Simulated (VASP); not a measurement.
BaTiO3:

```
CELL_PARAMETERS angstrom
3.98333 0.00000 0.00000
0.00000 2.86260 2.87534
0.00000 -2.86260 2.87534
ATOMIC_POSITIONS crystal
Ba 0.00000 0.00341 0.00341
Ti 0.50000 0.51850 0.51850
O 0.50000 0.97843 0.49135
O 0.50000 0.49135 0.97843
O 0.00000 0.48820 0.48820
```

- Program: VASP 6.6.1
- Task: relaxation of cell and atoms
- Functional: PBE
- Potentials or basis: VASP PAW PBE potentials, release 64 (Ba_sv, Ti_sv, O)
- Cutoff: 600 eV
- k mesh: 6 × 6 × 6
- Occupations: gaussian, width 0.02 eV
- Spin: no spin polarisation

At the start: pressure 2.9 GPa; volume 13.11 Å³/atom.

**Question.** Where does the relaxation end?

**Answer.** Over 18 steps the energy falls by 3.9 meV/atom and the volume is 13.53 Å³/atom (+3.2 %); space group Amm2 (No. 38, to 0.1 Å) before and after.

Step by step:
```csv
step,energy change (eV),largest force (eV/Å),pressure (GPa),volume (Å³)
1,0.0000,0.0634,2.87,65.57
2,-0.0032,0.3518,-2.35,67.83
3,-0.0108,0.2222,-0.05,66.78
4,-0.0143,0.1299,-0.01,66.99
5,-0.0161,0.0757,0.12,67.29
6,-0.0183,0.0677,-0.17,67.59
7,-0.0187,0.0623,-0.37,67.82
8,-0.0191,0.0553,0.44,67.49
9,-0.0193,0.0518,0.16,67.61
10,-0.0196,0.0246,-0.01,67.63
11,-0.0196,0.0252,-0.03,67.63
12,-0.0197,0.0075,0.04,67.62
13,-0.0197,0.0078,0.05,67.61
14,-0.0197,0.0073,-0.01,67.66
15,-0.0197,0.0080,-0.07,67.67
16,-0.0197,0.0069,-0.05,67.67
17,-0.0197,0.0067,0.07,67.62
18,-0.0197,0.0031,0.03,67.64
```

Final structure:
```
Ba Ti O
1.0
     3.98277    0.00000    0.00000
     0.00000    2.90131    2.92685
     0.00000   -2.90131    2.92685
Ba Ti O
1 1 3
Direct
  0.00000 0.00759 0.00759
  0.50000 0.52480 0.52480
  0.50000 0.97260 0.49038
  0.50000 0.49038 0.97260
  0.00000 0.48453 0.48453
```
